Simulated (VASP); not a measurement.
# Rh (P6_3/mmc) in VASP: single point with PBE

Aim: the single point of Rh with PBE.

Everything below comes from runs of VASP 6.6.1. Logs are shortened: lines on timing, memory, paths and dates and some standing lists are left out, and cuts for length are marked.

## Step 1: The cell of the first run

Symmetry: P6_3/mmc, No. 194, hexagonal system. Conventional cell: a = 2.725 Å, b = 2.725 Å, c = 4.386 Å, α = 90.00°, β = 90.00°, γ = 120.00°. Rh (site symmetry -6m2) has 12 Rh at 2.70 to 2.72 Å within 3.6 Å.

This isn't the form of Rh at room conditions, which is fcc.

## Step 2: Single point, PBE

The input, INCAR:

```
SYSTEM = Rh
PREC = Accurate
ENCUT = 520
EDIFF = 1E-6
ISMEAR = -1
SIGMA = 0.05
LREAL = .False.
LASPH = .True.
NELM = 100
ALGO = Normal
ISIF = 2
LWAVE = .False.
LCHARG = .False.
GGA = PE
NBANDS = 22
```

The input, KPOINTS:

```
Automatic mesh
0
Gamma
  17 17 9
  0 0 0
```

The input, POSCAR:

```
Rh
1.0
    1.3623770712     -2.3597063064      0.0000000000
    1.3623770712      2.3597063064      0.0000000000
    0.0000000000      0.0000000000      4.3859964305
Rh
2
Direct
    0.6666666670      0.3333333330      0.2500000000
    0.3333333330      0.6666666670      0.7500000000
```

Potentials or basis: VASP PAW PBE potentials, release 64 (Rh_pv).

Command:

```sh
cat potpaw_PBE.64/Rh_pv/POTCAR > POTCAR
mpirun -np 1 vasp_std > vasp.out
```

OUTCAR:

```text
SYSTEM = Rh
   PREC = Accurate
   ENCUT = 520
   EDIFF = 1E-6
   ISMEAR = -1
   LREAL = .False.
   LASPH = .True.
   NELM = 100
   ISIF = 2
   GGA = PE

 ion  position               nearest neighbor table
   1  0.667  0.333  0.250-   2 2.70   2 2.70   2 2.70   2 2.70   2 2.70   2 2.70
   2  0.333  0.667  0.750-   1 2.70   1 2.70   1 2.70   1 2.70   1 2.70   1 2.70

  LATTYP: Found a hexagonal cell.
 ALAT       =     2.7247541424
 C/A-ratio  =     1.6096852051

  Lattice vectors:

 A1 = (   1.3623770712,  -2.3597063064,   0.0000000000)
 A2 = (   1.3623770712,   2.3597063064,   0.0000000000)
 A3 = (   0.0000000000,   0.0000000000,   4.3859964305)

Analysis of symmetry for initial positions (statically):
=====================================================================
 Subroutine PRICEL returns:
 Original cell was already a primitive cell.

 Routine SETGRP: Setting up the symmetry group for a
 hexagonal supercell.

 Subroutine GETGRP returns: Found 24 space group operations
 (whereof 12 operations were pure point group operations)
 out of a pool of 24 trial point group operations.

The static configuration has the point symmetry D_3d.
 The point group associated with its full space group is D_6h.

Analysis of symmetry for dynamics (positions and initial velocities):
=====================================================================
 Subroutine PRICEL returns:
 Original cell was already a primitive cell.

 Routine SETGRP: Setting up the symmetry group for a
 hexagonal supercell.

 Subroutine GETGRP returns: Found 24 space group operations
 (whereof 12 operations were pure point group operations)
 out of a pool of 24 trial point group operations.

The dynamic configuration has the point symmetry D_3d.
 The point group associated with its full space group is D_6h.

 Subroutine INISYM returns: Found 24 space group operations
 (whereof 12 operations are pure point group operations),
 and found     1 'primitive' translations

----------------------------------------------------------------------------------------

                                     Primitive cell

  volume of cell :      28.2003

  direct lattice vectors                    reciprocal lattice vectors
     1.362377071 -2.359706306  0.000000000     0.367005589 -0.211890776  0.000000000
     1.362377071  2.359706306  0.000000000     0.367005589  0.211890776  0.000000000
     0.000000000  0.000000000  4.385996430     0.000000000  0.000000000  0.227998362

  length of vectors
     2.724754142  2.724754142  4.385996430     0.423781552  0.423781552  0.227998362

  position of ions in fractional coordinates (direct lattice)
     0.666666667  0.333333333  0.250000000
     0.333333333  0.666666667  0.750000000

  ion indices of the primitive-cell ions
   primitive index   ion index
                 1           1
                 2           2

----------------------------------------------------------------------------------------

 KPOINTS: Automatic mesh

Automatic generation of k-mesh.
 Grid dimensions read from file:
 generate k-points for:   17   17    9

 Generating k-lattice:

  Cartesian coordinates                     Fractional coordinates (reciprocal lattice)
     0.021588564 -0.012464163  0.000000000     0.058823529  0.000000000  0.000000000
     0.021588564  0.012464163  0.000000000     0.000000000  0.058823529  0.000000000
     0.000000000  0.000000000  0.025333151     0.000000000  0.000000000  0.111111111

  Length of vectors
     0.024928327  0.024928327  0.025333151

  Shift w.r.t. Gamma in fractional coordinates (k-lattice)
     0.000000000  0.000000000  0.000000000

 Subroutine IBZKPT returns following result:
 ===========================================

 Found    165 irreducible k-points:

 Following reciprocal coordinates:
            Coordinates               Weight
  0.000000  0.000000  0.000000      1.000000
  0.058824 -0.000000  0.000000      6.000000
  0.117647  0.000000  0.000000      6.000000
  0.176471  0.000000  0.000000      6.000000
  0.235294  0.000000  0.000000      6.000000
  0.294118  0.000000  0.000000      6.000000
[... 16 lines left out ...]
  0.411765  0.117647  0.000000     12.000000
  0.176471  0.176471  0.000000      6.000000
 [... further k-points ...]
   k-points           NKPTS =    165   k-points in BZ     NKDIM =    165   number of bands    NBANDS=     22
   number of dos      NEDOS =    301   number of ions     NIONS =      2
   total plane-waves  NPLWV =  14400
   dimension x,y,z NGX =    20 NGY =   20 NGZ =   36
   dimension x,y,z NGXF=    40 NGYF=   40 NGZF=   72
   ions per type =               2
   NGX,Y,Z   is equivalent  to a cutoff of  12.20, 12.20, 13.65 a.u.
   NGXF,Y,Z  is equivalent  to a cutoff of  24.41, 24.41, 27.29 a.u.
 SYSTEM =  Rh
   PREC   = accura    normal or accurate (medium, high low for compatibility)
   ISTART =      0    job   : 0-new  1-cont  2-samecut
   ICHARG =      2    charge: 1-file 2-atom 10-const
   ISPIN  =      1    spin polarized calculation?
   LNONCOLLINEAR =      F non collinear calculations
   LSORBIT =      F    spin-orbit coupling
   LASPH  =      T    aspherical Exc in radial PAW
   ENCUT  =  520.0 eV  38.22 Ry    6.18 a.u.   5.07  5.07  8.16*2*pi/ulx,y,z
   NELM   =    100;   NELMIN=  2; NELMDL= -5     # of ELM steps
   EDIFF  = 0.1E-05   stopping-criterion for ELM
   LREAL  =      F    real-space projection
   EDIFFG = 0.1E-04   stopping-criterion for IOM
   NSW    =      0    number of steps for IOM
   IBRION =     -1    ionic relax: 0-MD 1-quasi-New 2-CG
   NFREE  =      0    steps in history (QN), initial steepest desc. (CG)
   ISIF   =      2    stress and relaxation
   ISYM   =      2    0-nonsym 1-usesym 2-fastsym
   POTIM  = 0.5000    time-step for ionic-motion
   TEBEG  =    0.0;   TEEND  =   0.0 temperature during run
   PSTRESS=    0.0 pullay stress
   NELECT =      30.0000    total number of electrons
   NUPDOWN=      -1.0000    fix difference up-down
   EMIN   =  10.00;   EMAX   =-10.00  energy-range for DOS
   EFERMI =   0.00;   METHOD = LEGACY
   ISMEAR =    -1;   SIGMA  =   0.05  broadening in eV -4-tet -1-fermi 0-gaus
   EFERMI_NEDOS =   21; number of points for ismear=-14 and -15
   IALGO  =     38    algorithm
   IMIX   =      4    mixing-type and parameters
     AMIX     =   0.40;   BMIX     =  1.00
     AMIX_MAG =   1.60;   BMIX_MAG =  1.00
  volume/ion in A,a.u.               =      14.10        95.15
  Fermi-wavevector in a.u.,A,eV,Ry     =   1.671209  3.158127 38.000243  2.792939
  Thomas-Fermi vector in A             =   2.756571
   LORBIT       =      0    0 simple, 1 ext, 2 COOP (PROOUT), +10 PAW based schemes
   GGA     = PE    functional components
   LHFCALC =     F    Hartree Fock is set to
   AEXX    =    0.0000 exact exchange contribution
   IVDW    =     0    specifies the selected vdW correction
   LEPSILON=     F    determine dielectric tensor
   LRPA    =     F    only Hartree local field effects (RPA)
 non-spin polarized calculation
  energy-cutoff  :      520.00
  volume of cell :       28.20
 maximum number of plane-waves:       775
   NGX = 11   NGY = 11   NGZ = 17

 number of electron      30.0000011 magnetization

 Free energy of the ion-electron system (eV)
  ---------------------------------------------------
  ext. energy  EPLUGINS =         0.00000000
  ---------------------------------------------------
  free energy    TOTEN  =       -14.45461413 eV

  energy without entropy =      -14.42652484  energy(sigma->0) =      -14.44056949

 E-fermi :  11.5430     XC(G=0): -13.8676

 val. band max:       11.5420636566   @ k =   0.3529   0.0588   0.1111
 cond. band min:      11.5445189713   @ k =   0.2941   0.1176   0.1111
 fundamental gap:      0.0024553147
 Fermi energy:        11.5430239082

 k-point     1 :       0.0000    0.0000    0.0000
  band No.  band energies     occupation
      1     -35.5734      2.00000
      2     -34.9657      2.00000
      3     -34.9657      2.00000
      4     -34.8784      2.00000
      5     -34.8644      2.00000
      6     -34.8644      2.00000
[... 14 lines left out ...]
     21      29.7067      0.00000
     22      30.2358      0.00000

 k-point     2 :       0.0588   -0.0000    0.0000
  band No.  band energies     occupation
      1     -35.5660      2.00000
      2     -34.9822      2.00000
      3     -34.9712      2.00000
      4     -34.8816      2.00000
      5     -34.8816      2.00000
      6     -34.8670      2.00000
[... 14 lines left out ...]
     21      29.8402      0.00000
     22      30.3233      0.00000

 k-point     3 :       0.1176    0.0000    0.0000
  band No.  band energies     occupation
      1     -35.5443      2.00000
      2     -35.0295      2.00000
      3     -34.9865      2.00000
      4     -34.9305      2.00000
      5     -34.8912      2.00000
      6     -34.8746      2.00000
[... 14 lines left out ...]
     21      30.1832      0.00000
     22      30.2084      0.00000

 k-point     4 :       0.1765    0.0000    0.0000
  band No.  band energies     occupation
      1     -35.5099      2.00000
      2     -35.1012      2.00000
      3     -35.0093      2.00000
      4     -35.0035      2.00000
      5     -34.9072      2.00000
      6     -34.8866      2.00000
[... 14 lines left out ...]
     21      30.0626      0.00000
     22      30.1169      0.00000

 k-point     5 :       0.2353    0.0000    0.0000
  band No.  band energies     occupation
      1     -35.4652      2.00000
      2     -35.1878      2.00000
      3     -35.0899      2.00000
      4     -35.0360      2.00000
      5     -34.9296      2.00000
      6     -34.9016      2.00000
[... 14 lines left out ...]
     21      28.5950      0.00000
     22      29.1121      0.00000

 k-point     6 :       0.2941    0.0000    0.0000
  band No.  band energies     occupation
      1     -35.4139      2.00000
      2     -35.2777      2.00000
      3     -35.1775      2.00000
      4     -35.0631      2.00000
      5     -34.9579      2.00000
      6     -34.9175      2.00000
[... 14 lines left out ...]
     21      27.1847      0.00000
     22      28.0117      0.00000

 k-point     7 :       0.3529   -0.0000    0.0000
  band No.  band energies     occupation
      1     -35.3605      2.00000
      2     -35.3585      2.00000
      3     -35.2548      2.00000
      4     -35.0871      2.00000
      5     -34.9906      2.00000
      6     -34.9322      2.00000
[... 324 lines left out ...]
      6     -34.9512      2.00000
[... 14 lines left out ...]
     21      25.2964      0.00000
     22      28.0597      0.00000

 k-point    21 :       0.2941    0.1176    0.0000
  band No.  band energies     occupation
      1     -35.3472      2.00000
      2     -35.3444      2.00000
      3     -35.2651      2.00000
      4     -35.1053      2.00000
      5     -35.0009      2.00000
      6     -34.9703      2.00000
[... 14 lines left out ...]
     21      24.2664      0.00000
     22      27.2528      0.00000

 k-point    22 :       0.3529    0.1176    0.0000
  band No.  band energies     occupation
      1     -35.4032      2.00000
      2     -35.3043      2.00000
      3     -35.2961      2.00000
      4     -35.1334      2.00000
      5     -35.0347      2.00000
      6     -34.9844      2.00000
[... 14 lines left out ...]
     21      23.4350      0.00000
     22      26.5461      0.00000

 k-point    23 :       0.4118    0.1176    0.0000
  band No.  band energies     occupation
      1     -35.4331      2.00000
      2     -35.3253      2.00000
      3     -35.2636      2.00000
      4     -35.1484      2.00000
      5     -35.0594      2.00000
      6     -34.9920      2.00000
[... 14 lines left out ...]
     21      22.9547      0.00000
     22      25.9590      0.00000

 k-point    24 :       0.1765    0.1765    0.0000
  band No.  band energies     occupation
      1     -35.4016      2.00000
      2     -35.2383      2.00000
      3     -35.2276      2.00000
      4     -35.0575      2.00000
      5     -34.9650      2.00000
      6     -34.9629      2.00000
[... 14 lines left out ...]
     21      24.3965      0.00000
     22      28.2862      0.00000

 [... further k-points ...]
[... 5 lines left out ...]
  --------------------------------------------------------------------------------------
  -------------------------------------------------------------------------------------
  Total        0.0010658      0.0010658      0.0165425      0.0000000      0.0000000     -0.0000000
  in kB        0.0605508      0.0605508      0.9398500      0.0000000      0.0000000     -0.0000000
  external PRESSURE =       0.3536505 kB  Pullay stress =       0.0000000 kB

 VOLUME and BASIS-vectors are now :
 -----------------------------------------------------------------------------
  energy-cutoff  :      520.00
  volume of cell :       28.20
      direct lattice vectors                 reciprocal lattice vectors
     1.362377071 -2.359706306  0.000000000     0.367005589 -0.211890776  0.000000000
     1.362377071  2.359706306  0.000000000     0.367005589  0.211890776  0.000000000
     0.000000000  0.000000000  4.385996430     0.000000000  0.000000000  0.227998362

 POSITION                                       TOTAL-FORCE (eV/Angst)
 -----------------------------------------------------------------------------------
      1.36238     -0.78657      1.09650         0.000000      0.000000      0.000000
      1.36238      0.78657      3.28950        -0.000000     -0.000000      0.000000
 -----------------------------------------------------------------------------------
    total drift:                                0.000000      0.000001     -0.000000

  FREE ENERGIE OF THE ION-ELECTRON SYSTEM (eV)
  ---------------------------------------------------
  free  energy   TOTEN  =       -14.4546141308 eV

  energy  without entropy=      -14.4265248425  energy(sigma->0) =      -14.44056949
```

Run time: 1.9 min. Hardware: 1 thread of Intel Xeon 8259CL, shared host; peak memory 0.2 GiB.

What came out:

```
Free energy            : -14.4546 eV
Pressure               : 0.0 GPa
Band gap on the k mesh : zero (bands 15 and 16 overlap by 2.32 eV)
```

Stress tensor (GPa, compression positive):
```
0.01 0.00 0.00
0.00 0.01 0.00
0.00 0.00 0.09
```
